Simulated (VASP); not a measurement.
# Ti19Al5 in VASP: notebook, part 2 of 2

VASP 6.6.1.

### 3 Single point, PBE

The input, INCAR:

```
  PREC = Accurate
  ENCUT = 520
  EDIFF = 1E-6
  ISMEAR = -1
  SIGMA = 0.05
  LREAL = Auto
  LASPH = True
  NELM = 80
  ALGO = Normal
  ISIF = 2
  LWAVE = False
  LCHARG = False
  GGA = PE
  ISYM = 0
  NBANDS = 140
```

The input, KPOINTS:

```
Automatic mesh
0
Gamma
  1 1 1
  0.25 0.25 0.25
```

The input, POSCAR:

```
Ti19Al5
1.0
    7.7665530000     -0.1286440000      0.2320170000
   -0.1286440000      7.6697090000      0.0303640000
    0.2320170000      0.0303640000      7.4366650000
Ti Al
19 5
Direct
    0.8685421782      0.4106080769      0.2577156220
    0.4231166470      0.1245813073      0.4238257281
    0.7597134924      0.9031315199      0.8580765530
    0.4036581781      0.2456653855      0.7483923313
    0.1002964624      0.7829286341      0.2112615898
    0.1158057120      0.1508149271      0.3014789239
    0.5512243699      0.2895753733      0.0918805552
    0.2164469135      0.4146539685      0.0437136920
    0.8900056236      0.2806155931      0.8839725809
    0.8688132463      0.7694761261      0.4656053734
    0.2560047688      0.7792464997      0.5502432207
    0.5529488064      0.8478532104      0.6162609533
    0.0955568952      0.0301207739      0.9514309961
    0.4715043363      0.8031826652      0.2450562369
    0.7994992907      0.0148115683      0.1818392834
    0.0675191359      0.4227306247      0.5514113679
    0.7339972391      0.1904695754      0.5605033633
    0.3871663199      0.6142856413      0.8675244431
    0.7500142873      0.6232553208      0.1040671337
    0.4994276431      0.4950194542      0.4096037035
    0.0326709098      0.6714783865      0.8471246216
    0.0421148643      0.0589534852      0.6217806734
    0.7144421490      0.5263629630      0.7267468403
    0.4253266285      0.9766940865      0.9619382683
```

Potentials or basis: VASP PAW PBE potentials, release 64 (Ti_sv, Al).

Command:

```bash
$ cat potpaw_PBE.64/Ti_sv/POTCAR potpaw_PBE.64/Al/POTCAR > POTCAR
$ mpirun -np 1 vasp_std > vasp.out
```

OUTCAR:

```text
PREC = Accurate
   ENCUT = 520
   EDIFF = 1E-6
   ISMEAR = -1
   LREAL = Auto
   LASPH = True
   NELM = 80
   ISIF = 2
   GGA = PE
   ISYM = 0

 ion  position               nearest neighbor table
   1  0.869  0.411  0.258-  19 2.24  16 2.75   6 2.84  20 3.11
   2  0.423  0.125  0.424-   4 2.59   6 2.62  17 2.71  12 2.80  14 2.84   7 2.87  20 2.88
   3  0.760  0.903  0.858-  12 2.51  15 2.60  24 2.74  19 2.81  21 2.81  13 2.88  22 2.94  23 3.07

   4  0.404  0.246  0.748-   2 2.59  24 2.61   7 2.88  17 2.89   8 2.90
   5  0.100  0.783  0.211-  10 2.53  13 2.70  11 2.86   6 2.91  14 2.91  21 2.92
[... 341 lines left out ...]
  Total      -13.6800818    -16.9258482     -2.4320081     -5.3600612     -9.7548208      2.4776811
  in kB      -49.5391355    -61.2929002     -8.8069342    -19.4101763    -35.3247441      8.9723278
  external PRESSURE =     -39.8796566 kB  Pullay stress =       0.0000000 kB

 VOLUME and BASIS-vectors are now :
 -----------------------------------------------------------------------------
  energy-cutoff  :      520.00
  volume of cell :      442.44
      direct lattice vectors                 reciprocal lattice vectors
     7.766553000 -0.128644000  0.232017000     0.128913747  0.002178228 -0.004030882
    -0.128644000  7.669709000  0.030364000     0.002178228  0.130421956 -0.000600473
     0.232017000  0.030364000  7.436665000    -0.004030882 -0.000600473  0.134597090

 POSITION                                       TOTAL-FORCE (eV/Angst)
 -----------------------------------------------------------------------------------
      6.75255      3.04534      2.13053         0.033723     -0.716906      0.527610
      3.36847      0.91394      3.25380         0.036250     -0.331075     -0.678019
      5.98326      6.85508      6.58492         0.117289      0.229671     -0.334541
      3.27707      1.85498      5.66666        -0.387196      0.593505     -0.442072
      0.72726      5.99835      1.61813         0.528487     -0.652207      0.093862
      0.94996      1.15096      2.27345        -0.284069      0.264947     -1.544622
[... 16 lines left out ...]
      5.64966      3.96721      5.58632         0.062717      0.111984     -0.171346
      3.40086      7.46545      7.28195         0.282445     -0.143684     -0.221824
 -----------------------------------------------------------------------------------
    total drift:                               -0.025966     -0.016914     -0.006206

  FREE ENERGIE OF THE ION-ELECTRON SYSTEM (eV)
  ---------------------------------------------------
  free  energy   TOTEN  =      -164.3355920177 eV

  energy  without entropy=     -164.0466595031  energy(sigma->0) =     -164.19112576
```

OSZICAR:

```text
N       E                     dE             d eps       ncg     rms          rms(c)
DAV:   1     0.354695596070E+04    0.35470E+04   -0.12036E+05   280   0.205E+03
DAV:   2     0.341618771545E+03   -0.32053E+04   -0.31595E+04   280   0.664E+02
DAV:   3    -0.930370274622E+02   -0.43466E+03   -0.42000E+03   416   0.211E+02
[... 17 lines left out ...]
DAV:  21    -0.164335609486E+03   -0.53991E-05   -0.37785E-04   400   0.108E-01    0.445E-02
DAV:  22    -0.164335591203E+03    0.18283E-04   -0.19957E-04   376   0.848E-02    0.149E-02
DAV:  23    -0.164335594140E+03   -0.29365E-05   -0.51853E-05   400   0.390E-02    0.159E-02
DAV:  24    -0.164335591467E+03    0.26726E-05   -0.23467E-05   360   0.307E-02    0.467E-03
DAV:  25    -0.164335592018E+03   -0.55075E-06   -0.34468E-06   232   0.107E-02
   1 F= -.16433559E+03 E0= -.16419113E+03  d E =-.288933E+00
```

stdout:

```text
POSCAR found type information on POSCAR TiAl
 POSCAR found :  2 types and      24 ions
 scaLAPACK will be used
 LDA part: xc-table for (Slater+PW92), standard interpolation
 POSCAR, INCAR and KPOINTS ok, starting setup
 FFT: planning ... GRIDC
 FFT: planning ... GRID_SOFT
 FFT: planning ... GRID
 WAVECAR not read
 entering main loop
```

Wall time 2 min (1 thread of AMD EPYC 9R45 (Zen 5), shared host); peak memory 0.42 GiB.

Results:

```yaml
Free_energy: -164.3356 eV
Pressure: -4.0 GPa
Largest_force: 1.593 eV/Å
Band_gap_on_the_k_mesh: zero (an odd number of electrons rules out a gap without spin polarisation)
```

Forces in eV/Å, atoms in the order of the input:
```
Ti   0.034 -0.717  0.528
Ti   0.036 -0.331 -0.678
Ti   0.117  0.230 -0.335
Ti  -0.387  0.594 -0.442
Ti   0.528 -0.652  0.094
Ti  -0.284  0.265 -1.545
Ti   0.477 -0.280 -0.519
Ti  -0.347 -0.237  0.670
Ti   0.003  0.113  0.716
Ti   0.189 -0.214  0.240
Ti  -0.697 -0.237 -0.103
Ti   0.230 -0.325 -0.807
Ti   0.423 -0.374  0.732
Ti   0.115  0.129  0.215
Ti  -0.756  0.260  1.079
Ti   0.290  0.158  0.224
Ti   0.255  0.584 -0.522
Ti  -0.099  0.806  0.327
Ti  -0.144  0.972  0.031
Al  -0.181 -0.327  0.740
Al  -0.075 -0.463 -0.256
Al  -0.074  0.080  0.005
Al   0.063  0.112 -0.171
Al   0.282 -0.144 -0.222
```

Stress tensor (GPa, compression positive):
```
-4.95 -1.94  0.90
-1.94 -6.13 -3.53
 0.90 -3.53 -0.88
```

Levels at points of the mesh, in eV from the Fermi level:
```tsv
k point	band 119	band 120	band 121	band 122	band 123	band 124	band 125	band 126
(0.25, 0.25, 0.25)	-0.20	-0.10	-0.05	-0.01	0.06	0.10	0.19	0.23
```

Caveat: the k points lie up to 0.85 Å⁻¹ apart, too coarse for converged energies and pressures of a metal; the atoms stand as in a frame of molecular dynamics.

### 4 Single point, PBE

The input, INCAR:

```
SYSTEM = Ti19Al5
PREC     = Accurate       ! precision mode
ENCUT    = 520            ! plane-wave cutoff, eV
EDIFF    = 1E-7           ! SCF threshold, eV
ISMEAR   = -1             ! smearing method
SIGMA    = 0.05           ! smearing width, eV
LREAL    = Auto         
LASPH    = .TRUE.         ! aspherical terms in the spheres
NELM     = 100            ! most SCF steps
ALGO     = Normal         ! electronic algorithm
ISIF     = 2              ! what is computed and relaxed
LWAVE    = .FALSE.        ! write WAVECAR
LCHARG   = .FALSE.        ! write CHGCAR
GGA      = PE             ! functional
ISYM     = 0            
NBANDS   = 140            ! bands
```

KPOINTS is that of step 3.

The input, POSCAR:

```
Ti19Al5
1.0
    7.7665530000     -0.1286440000      0.2320170000
   -0.1286440000      7.6697090000      0.0303640000
    0.2320170000      0.0303640000      7.4366650000
Ti Al
19 5
Direct
    0.8743530461      0.4063070969      0.2764482628
    0.4186429008      0.1359991659      0.4103501034
    0.7668898480      0.9034786126      0.8575856642
    0.3968586408      0.2598744202      0.7419741540
    0.1123120955      0.7623877349      0.2130221737
    0.0976097166      0.1486673770      0.2893026310
    0.5799544247      0.2879847582      0.0772087145
    0.2112147483      0.4156334109      0.0736463583
    0.8929190693      0.2724773072      0.8994870813
    0.8842644797      0.7679575647      0.4587430447
    0.2366360697      0.7760587648      0.5548978152
    0.5600185595      0.8250129032      0.6069733519
    0.0969027755      0.0146551532      0.9574891325
    0.4580372106      0.7978554197      0.2491715707
    0.7738506622      0.0215659057      0.1909176578
    0.0605641379      0.4186216686      0.5452125465
    0.7285792875      0.2146924084      0.5517407735
    0.3798897067      0.6337506500      0.8753611902
    0.7347477760      0.6348126321      0.1163461813
    0.4943369940      0.4968996159      0.4207954175
    0.0222175022      0.6440170898      0.8377512268
    0.0408847164      0.0687489147      0.6263800452
    0.7312173653      0.5272320198      0.7231444831
    0.4258056448      0.9782197440      0.9517707450
```

Command:

```bash
$ cat potpaw_PBE.64/Ti_sv/POTCAR potpaw_PBE.64/Al/POTCAR > POTCAR
$ mpirun -np 1 vasp_std > vasp.out
```

It took 2.1 min on 1 thread of AMD EPYC 9R45 (Zen 5), shared host; peak memory 0.43 GiB.

It converged, with:

```
Free energy            : -164.9709 eV
Pressure               : -4.2 GPa
Largest force          : 1.156 eV/Å
Band gap on the k mesh : zero (an odd number of electrons rules out a gap without spin polarisation)
```

Forces in eV/Å, atoms in the order of the input:
```
Ti  -0.702  0.196 -0.873
Ti  -0.027 -0.699 -0.503
Ti  -0.310  0.106 -0.590
Ti  -0.412  0.523 -0.175
Ti  -0.082 -0.406 -0.420
Ti   0.142 -0.492 -0.218
Ti  -1.156  0.006 -0.017
Ti   0.556 -0.282  0.093
Ti   0.149  0.186  0.443
Ti  -0.628  0.179  0.738
Ti   0.392 -0.195 -0.071
Ti   0.047  0.577 -0.789
Ti  -0.084 -0.501  0.168
Ti   0.046  0.670 -0.314
Ti   0.254 -0.110  0.818
Ti   0.790  0.308  0.477
Ti   0.199 -0.768  0.011
Ti   0.158  0.062  0.373
Ti   0.684  0.377 -0.389
Al  -0.097 -0.509  0.423
Al   0.320  0.344  0.820
Al  -0.150  0.032 -0.111
Al  -0.885  0.182  0.238
Al   0.794  0.215 -0.131
```

Stress tensor (GPa, compression positive):
```
-4.93 -1.58  1.17
-1.58 -4.71 -2.90
 1.17 -2.90 -2.84
```

Levels at points of the mesh, in eV from the Fermi level:
```tsv
k point	band 119	band 120	band 121	band 122	band 123	band 124
(0.25, 0.25, 0.25)	-0.17	-0.15	-0.07	0.01	0.07	0.10
```

Caveat: the k points lie up to 0.85 Å⁻¹ apart, too coarse for converged energies and pressures of a metal; the atoms stand as in a frame of molecular dynamics.

### 5 Single point, PBE

The input, INCAR:

```
SYSTEM = Ti19Al5
PREC = Accurate
ENCUT = 520
EDIFF = 1E-6
ISMEAR = -1
SIGMA = 0.05
LREAL = Auto
LASPH = .True.
NELM = 100
ALGO = Normal
ISIF = 2
LWAVE = .False.
LCHARG = .True.
GGA = PE
LELF = .True.
LVHAR = .True.
NBANDS = 140
ISYM = 0
```

KPOINTS is that of step 4.

The input, POSCAR:

```
Ti19Al5
1.0
    7.7665530000     -0.1286440000      0.2320170000
   -0.1286440000      7.6697090000      0.0303640000
    0.2320170000      0.0303640000      7.4366650000
Ti Al
19 5
Direct
    0.8681255776      0.4055073204      0.2807931087
    0.4156220755      0.1363202426      0.3995091059
    0.7753978510      0.9097945683      0.8529077906
    0.3839309526      0.2806297827      0.7428086984
    0.1203365124      0.7446493760      0.2112550921
    0.0894443270      0.1498767582      0.2788616319
    0.5841591033      0.2846041837      0.0559311783
    0.2171075162      0.4091028960      0.0916682902
    0.8944055696      0.2742176651      0.9286397004
    0.8862439069      0.7778543847      0.4684226837
    0.2306459509      0.7645741655      0.5657640473
    0.5742099749      0.8291444452      0.5848720337
    0.0939871100      0.0077105287      0.9600634519
    0.4499347267      0.8116552965      0.2532430052
    0.7586173910      0.0258981605      0.2114089443
    0.0595149806      0.4184220613      0.5504477538
    0.7255167208      0.2194596771      0.5568605166
    0.3701180266      0.6425519942      0.8872892455
    0.7354741205      0.6495143898      0.1090755932
    0.4879697992      0.4748857164      0.4491217880
    0.0224734718      0.6264621005      0.8586835466
    0.0330872086      0.0710929693      0.6215282708
    0.7188720419      0.5291096626      0.7406611135
    0.4475697812      0.9820817667      0.9448294728
```

Command:

```bash
$ cat potpaw_PBE.64/Ti_sv/POTCAR potpaw_PBE.64/Al/POTCAR > POTCAR
$ mpirun -np 1 vasp_std > vasp.out
```

Wall time 1.9 min (1 thread of AMD EPYC 9R45 (Zen 5), shared host); peak memory 0.42 GiB.

Results (log left out):

```
Free energy            : -165.1350 eV
Pressure               : -4.3 GPa
Largest force          : 1.529 eV/Å
Band gap on the k mesh : zero (an odd number of electrons rules out a gap without spin polarisation)
```

Forces on the atoms (eV/Å):
```
Ti  -0.730  0.592 -0.662
Ti  -0.097 -0.528 -0.068
Ti  -0.043 -0.110 -0.437
Ti  -0.454 -0.316  0.173
Ti  -0.653 -0.074  0.091
Ti   0.201 -0.655  0.516
Ti  -1.300  0.560  0.579
Ti   0.433 -0.293  0.096
Ti   0.449  0.002 -0.263
Ti  -0.222 -0.508  0.076
Ti   0.529  0.169 -0.211
Ti  -0.785  0.516  0.385
Ti   0.688 -0.677 -0.265
Ti   0.401 -0.466 -0.474
Ti   0.472 -0.148  0.162
Ti   0.769  0.331  0.300
Ti  -0.168 -0.866  0.323
Ti   0.815 -0.055  0.056
Ti   0.208  0.095  0.194
Al  -0.167  1.276 -0.643
Al   0.074  0.578  0.318
Al   0.292  0.087  0.255
Al  -0.368  0.106  0.039
Al  -0.344  0.383 -0.540
```

Stress tensor (GPa, compression positive):
```
-4.36 -0.84  0.89
-0.84 -4.33 -1.89
 0.89 -1.89 -4.14
```

Levels at points of the mesh, in eV from the Fermi level:
| k point | band 119 | band 120 | band 121 | band 122 | band 123 | band 124 |
| --- | --- | --- | --- | --- | --- | --- |
| (0.25, 0.25, 0.25) | -0.18 | -0.13 | -0.09 | 0.01 | 0.06 | 0.14 |

Caveat: the k points lie up to 0.85 Å⁻¹ apart, too coarse for converged energies and pressures of a metal; the atoms stand as in a frame of molecular dynamics.

### 6 The runs side by side

| cell | smearing | gap on the mesh (eV) | pressure (GPa) | largest force (eV/Å) |
| --- | --- | --- | --- | --- |
| as given, atomic positions A | fermi-dirac 0.0862 eV | none | -2.9 | 1.78 |
| as given, atomic positions B | fermi-dirac 0.05 eV | none | -4.0 | 1.59 |
| as given, atomic positions C | fermi-dirac 0.05 eV | none | -4.2 | 1.16 |
| as given, atomic positions D | fermi-dirac 0.05 eV | none | -4.3 | 1.53 |

Alike in all rows: task single point; level PBE; potentials or basis VASP PAW PBE potentials, release 64 (Ti_sv, Al); no spin polarisation; k mesh 1 × 1 × 1, shifted; cutoff (eV) 520.

Caveats: all runs use coarse meshes; the atoms stand as in a frame of molecular dynamics.

Absolute energies hang on the potentials; compare differences alone.
